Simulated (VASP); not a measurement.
**AlN: single point with r2SCAN**

AlN:

```xyz
4
Lattice="3.1067 0.0000 0.0000 -1.5533 2.6905 0.0000 0.0000 0.0000 4.9784" Properties=species:S:1:pos:R:3 pbc="T T T"
Al   -0.4500    1.7936   -0.2166
Al    1.5533    0.8968    2.4976
N     0.0000    1.7936    1.9083
N     1.5533    0.8968    4.3975
```

This cell differs from its parent crystal: atom 1 (Al) moved by (-0.450, -0.225) A along x and z.

```json
{
 "Program": "VASP 6.6.1",
 "Task": "single point",
 "Functional": "r2SCAN",
 "Potentials or basis": "VASP PAW PBE potentials, release 64 (Al, N)",
 "Cutoff": "520 eV",
 "k mesh": "12 × 12 × 6",
 "Occupations": "gaussian, width 0.05 eV",
 "Spin": "no spin polarisation",
 "Dipole correction": "no",
 "Further INCAR settings": "ALGO = Normal; EDIFF = 1e-06; NBANDS = 16"
}
```

The pressure is 23.4 GPa, the largest force is 18.166 eV/Å and the band gap on the k mesh is 4.03 eV.

Forces in eV/Å, atoms in the order of the input:
```
Al   14.098   9.446   6.481
Al   -0.313  -0.178  -1.764
N    -0.704   0.019  -0.204
N   -13.082  -9.288  -4.514
```

Stress tensor (GPa, compression positive):
```
40.92 40.38 14.86
40.38 30.18 13.43
14.86 13.43 -1.01
```

Levels at points of the mesh, in eV from the valence-band top:
| k point | band 5 | band 6 | band 7 | band 8 | band 9 | band 10 | band 11 | band 12 |
| --- | --- | --- | --- | --- | --- | --- | --- | --- |
| (0.00, 0.00, 0.00) | -1.16 | -0.41 | -0.26 | 0.00 | 4.03 | 7.09 | 11.09 | 11.43 |
| (0.50, 0.00, 0.00) | -3.67 | -2.46 | -2.02 | -0.79 | 5.93 | 6.30 | 8.50 | 9.57 |
| (0.00, 0.50, 0.00) | -3.83 | -2.58 | -1.82 | -0.87 | 5.64 | 5.99 | 8.04 | 10.69 |
| (0.50, 0.50, 0.00) | -3.97 | -3.37 | -1.60 | -1.01 | 6.02 | 6.19 | 8.37 | 11.08 |
| (0.00, 0.00, 0.50) | -2.36 | -1.02 | -0.37 | -0.34 | 6.16 | 7.17 | 10.12 | 10.96 |
| (0.50, 0.00, 0.50) | -2.18 | -2.07 | -1.27 | -0.99 | 5.18 | 5.41 | 9.09 | 9.58 |
| (0.00, 0.50, 0.50) | -2.41 | -2.13 | -1.37 | -1.08 | 5.43 | 5.56 | 9.06 | 9.66 |
| (0.50, 0.50, 0.50) | -3.26 | -2.18 | -1.32 | -1.11 | 5.61 | 5.99 | 9.56 | 9.84 |

Wall time 7.1 min on 1 thread of AMD EPYC 9R45 96-Core Processor (Zen 5), on a shared host, peak memory 0.32 GiB.

Caveat: the cell differs from its parent crystal (atom 1 (Al) moved by (-0.450, -0.225) A along x and z); the stress differs along the axes, from -1 to 41 GPa; the PAW data sets were made with another functional, which shifts forces and pressure a little. A k mesh can miss the band edges.
